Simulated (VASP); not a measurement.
# Lu (P6/mmm) in VASP: a series of runs, part 2 of 3

VASP 6.6.1. The steps go on from the part before.

## Step 3: Relaxation of shape and atoms at fixed volume, PBE

This run uses another cell than the first one, of 12.40 Å³/atom.

Input file INCAR:

```
PREC = Accurate
ENCUT = 600
EDIFF = 1E-7
ISMEAR = -1
SIGMA = 0.08
LREAL = F
LASPH = T
NELM = 80
ALGO = Normal
ISIF = 4
LWAVE = F
LCHARG = F
GGA = PE
IBRION = 2
NSW = 50
EDIFFG = -0.005
```

Input file KPOINTS:

```
regular mesh
0
Gamma
  13 13 12
```

Input file POSCAR:

```
Lu
1.0
    2.4375623928      0.0000000000      0.0000000000
   -1.2187811964      2.1109909554      0.0000000000
    0.0000000000      0.0000000000      2.4105175793
Lu
1
Direct
    0.0000000000      0.0000000000      0.0000000000
```

Potentials or basis: VASP PAW PBE potentials, release 64 (Lu).

Started as:

```bash
cat potpaw_PBE.64/Lu/POTCAR > POTCAR
mpirun -np 1 vasp_std > vasp.out
```

OUTCAR:

```text
PREC = Accurate
   ENCUT = 600
   EDIFF = 1E-7
   ISMEAR = -1
   LREAL = F
   LASPH = T
   NELM = 80
   ISIF = 4
   GGA = PE
   IBRION = 2
   NSW = 50
   EDIFFG = -0.005

 ion  position               nearest neighbor table
   1  0.000  0.000  0.000-

  LATTYP: Found a hexagonal cell.
 ALAT       =     2.4375623928
 C/A-ratio  =     0.9889049759

  Lattice vectors:

 A1 = (   2.4375623928,   0.0000000000,   0.0000000000)
 A2 = (  -1.2187811964,   2.1109909554,   0.0000000000)
 A3 = (   0.0000000000,   0.0000000000,   2.4105175793)

Analysis of symmetry for initial positions (statically):
=====================================================================
 Subroutine PRICEL returns:
 Original cell was already a primitive cell.

 Routine SETGRP: Setting up the symmetry group for a
 hexagonal supercell.

 Subroutine GETGRP returns: Found 24 space group operations
 (whereof 24 operations were pure point group operations)
 out of a pool of 24 trial point group operations.

The static configuration has the point symmetry D_6h.

Analysis of symmetry for dynamics (positions and initial velocities):
=====================================================================
 Subroutine PRICEL returns:
 Original cell was already a primitive cell.

 Routine SETGRP: Setting up the symmetry group for a
 hexagonal supercell.

 Subroutine GETGRP returns: Found 24 space group operations
 (whereof 24 operations were pure point group operations)
 out of a pool of 24 trial point group operations.

The dynamic configuration has the point symmetry D_6h.

 Subroutine INISYM returns: Found 24 space group operations
 (whereof 24 operations are pure point group operations),
 and found     1 'primitive' translations

[... 118 lines left out ...]
   LHFCALC =     F    Hartree Fock is set to
   AEXX    =    0.0000 exact exchange contribution
   IVDW    =     0    specifies the selected vdW correction
   LEPSILON=     F    determine dielectric tensor
   LRPA    =     F    only Hartree local field effects (RPA)
 conjugate gradient relaxation of ions
 non-spin polarized calculation
  energy-cutoff  :      600.00
  volume of cell :       12.40
 maximum number of plane-waves:       433
 NGX is ok and might be reduce to    20
   NGX =  9   NGY =  9   NGZ =  9

--------------------------------------- Ionic step        1  -------------------------------------------

 number of electron      25.0000010 magnetization

 Free energy of the ion-electron system (eV)
  ---------------------------------------------------
  ext. energy  EPLUGINS =         0.00000000
  ---------------------------------------------------
  free energy    TOTEN  =         0.76334405 eV

  energy without entropy =        0.78740870  energy(sigma->0) =        0.77537638

------------------------ aborting loop because EDIFF is reached ----------------------------------------

  FORCE on cell =-STRESS in cart. coord.  units (eV):
  Direction    XX          YY          ZZ          XY          YZ          ZX
  --------------------------------------------------------------------------------------
  -------------------------------------------------------------------------------------
  Total       14.9283879     14.9283879     12.8365052      0.0000000      0.0000000      0.0000000
  in kB     1928.2843562   1928.2843560   1658.0780393      0.0000000      0.0000000      0.0000000
  external PRESSURE =    1838.2155838 kB  Pullay stress =       0.0000000 kB
[... 127 lines left out ...]
--------------------------------------- Ionic step        5  -------------------------------------------

 number of electron      24.9999990 magnetization

 Free energy of the ion-electron system (eV)
  ---------------------------------------------------
  ext. energy  EPLUGINS =         0.00000000
  ---------------------------------------------------
  free energy    TOTEN  =         0.73690554 eV

  energy without entropy =        0.76216503  energy(sigma->0) =        0.74953529

 E-fermi :   6.3199     XC(G=0): -15.7192

 val. band max:        6.2939279071   @ k =   0.3846   0.1538   0.0000
 cond. band min:       6.3212769858   @ k =   0.2308   0.0769   0.1667
 fundamental gap:      0.0273490788
 Fermi energy:         6.3199249154

 k-point     1 :       0.0000    0.0000    0.0000
  band No.  band energies     occupation
      1     -50.6159      2.00000
      2     -18.2473      2.00000
      3     -18.0175      2.00000
      4     -18.0175      2.00000
      5      -0.1795      2.00000
      6       0.6099      2.00000
[... 433 lines left out ...]
      3     -18.5799      2.00000
      4     -18.3050      2.00000
      5       0.6510      2.00000
      6       1.0888      2.00000
[... 8 lines left out ...]
     15      11.0921      0.00000
     16      17.0524      0.00000

 [... further k-points ...]

------------------------ aborting loop because EDIFF is reached ----------------------------------------

  FORCE on cell =-STRESS in cart. coord.  units (eV):
  Direction    XX          YY          ZZ          XY          YZ          ZX
  --------------------------------------------------------------------------------------
  -------------------------------------------------------------------------------------
  Total       14.2471369     14.2471369     14.2406813      0.0000000     -0.0000000      0.0000000
  in kB     1840.2878708   1840.2878704   1839.4540033      0.0000000     -0.0000000      0.0000000
  external PRESSURE =    1840.0099148 kB  Pullay stress =       0.0000000 kB
[... 16 lines left out ...]
  FREE ENERGIE OF THE ION-ELECTRON SYSTEM (eV)
  ---------------------------------------------------
  free  energy   TOTEN  =         0.7369055440 eV

  energy  without entropy=        0.7621650324  energy(sigma->0) =        0.74953529

 reached required accuracy - stopping structural energy minimisation
```

It took 52 s on 1 thread of Intel Xeon 6975P-C (Granite Rapids), shared host; peak memory 0.17 GiB.

Results:

```
Free energy               : 0.7369 eV
Energy gained by relaxing : 26.4 meV/atom
Ionic steps               : 5
Pressure after relaxing   : 184.0 GPa
Band gap on the k mesh    : zero (an odd number of electrons rules out a gap without spin polarisation)
```

Step by step:
```
step  energy change (eV)  largest force (eV/Å)  pressure (GPa)  volume (Å³)
   1              0.0000                0.0000          183.82        12.40
   2              0.0644                0.0000          184.81        12.40
   3             -0.0264                0.0000          184.02        12.40
   4             -0.0264                0.0000          184.03        12.40
   5             -0.0264                0.0000          184.00        12.40
```

Final structure:
```xyz
1
Lattice="2.4693 0.0000 0.0000 -1.2346 2.1385 0.0000 0.0000 0.0000 2.3490" Properties=species:S:1:pos:R:3 pbc="T T T"
Lu    0.0000    0.0000    2.3490
```

Caveat: spin-orbit coupling is left out, which moves the levels of the heavy elements.

## Step 4: Relaxation of shape and atoms at fixed volume, PBE

This run uses another cell than the first one, of 13.95 Å³/atom.

Changes to INCAR since step 3:

```diff
@@ -2,3 +2,3 @@
 ENCUT = 600
-EDIFF = 1E-7
+EDIFF = 1E-6
 ISMEAR = -1
@@ -7,3 +7,3 @@
 LASPH = T
-NELM = 80
+NELM = 60
 ALGO = Normal
```

Input file KPOINTS:

```
Automatic mesh
0
Gamma
  13 13 12
```

Input file POSCAR:

```
Lu
1.0
    2.5351670504      0.0000000000      0.0000000000
   -1.2675835252      2.1955190685      0.0000000000
    0.0000000000      0.0000000000      2.5070393109
Lu
1
Direct
    0.0000000000      0.0000000000      0.0000000000
```

Started as:

```bash
cat potpaw_PBE.64/Lu/POTCAR > POTCAR
mpirun -np 1 vasp_std > vasp.out
```

Wall time 1.7 min (1 thread of Intel Xeon 6975P-C (Granite Rapids), shared host); peak memory 0.17 GiB.

The run converged. Its results:

* Free energy: -0.7264 eV
* Energy gained by relaxing: 25.8 meV/atom
* Ionic steps: 20
* Pressure after relaxing: 123.2 GPa
* Band gap on the k mesh: zero (an odd number of electrons rules out a gap without spin polarisation)

The path:
| step | energy change (eV) | largest force (eV/Å) | pressure (GPa) | volume (Å³) |
| --- | --- | --- | --- | --- |
| 1 | 0.0000 | 0.0000 | 122.90 | 13.95 |
| 2 | 0.0422 | 0.0000 | 123.90 | 13.95 |
| 3 | -0.0258 | 0.0000 | 122.98 | 13.95 |
| 4 | -0.0258 | 0.0000 | 123.01 | 13.95 |
| 5 | -0.0258 | 0.0000 | 123.06 | 13.95 |
| 6 | -0.0258 | 0.0000 | 123.07 | 13.95 |
| 7 | -0.0258 | 0.0000 | 123.05 | 13.95 |
| 8 | -0.0258 | 0.0000 | 123.05 | 13.95 |
| 9 | -0.0258 | 0.0000 | 123.05 | 13.95 |
| 10 | -0.0258 | 0.0000 | 123.05 | 13.95 |
| 11 | -0.0258 | 0.0000 | 123.05 | 13.95 |
| 12 | -0.0258 | 0.0000 | 123.05 | 13.95 |
| 13 | -0.0258 | 0.0000 | 123.05 | 13.95 |
| 14 | -0.0258 | 0.0000 | 123.05 | 13.95 |
| 15 | -0.0258 | 0.0000 | 123.06 | 13.95 |
| 16 | -0.0258 | 0.0000 | 123.07 | 13.95 |
| 17 | -0.0258 | 0.0000 | 123.09 | 13.95 |
| 18 | -0.0258 | 0.0000 | 123.04 | 13.95 |
| 19 | -0.0258 | 0.0000 | 123.13 | 13.95 |
| 20 | -0.0258 | 0.0000 | 123.19 | 13.95 |

Final structure:
```xyz
1
Lattice="2.5682 0.0000 0.0000 -1.2841 2.2241 0.0000 0.0000 0.0000 2.4430" Properties=species:S:1:pos:R:3 pbc="T T T"
Lu    0.0000    0.0000    0.0000
```

Levels at points of the mesh, in eV from the Fermi level:
```
           k point  band 10  band 11  band 12  band 13  band 14  band 15  band 16
(0.00, 0.00, 0.00)    -4.76    -4.72    -4.47    -2.27     2.86     2.86    13.48
(0.00, 0.00, 0.50)    -4.51    -4.46    -2.07     2.98     4.57     4.57     6.48
```

Caveat: spin-orbit coupling is left out, which moves the levels of the heavy elements.

(Continued in part 3 of 3.)
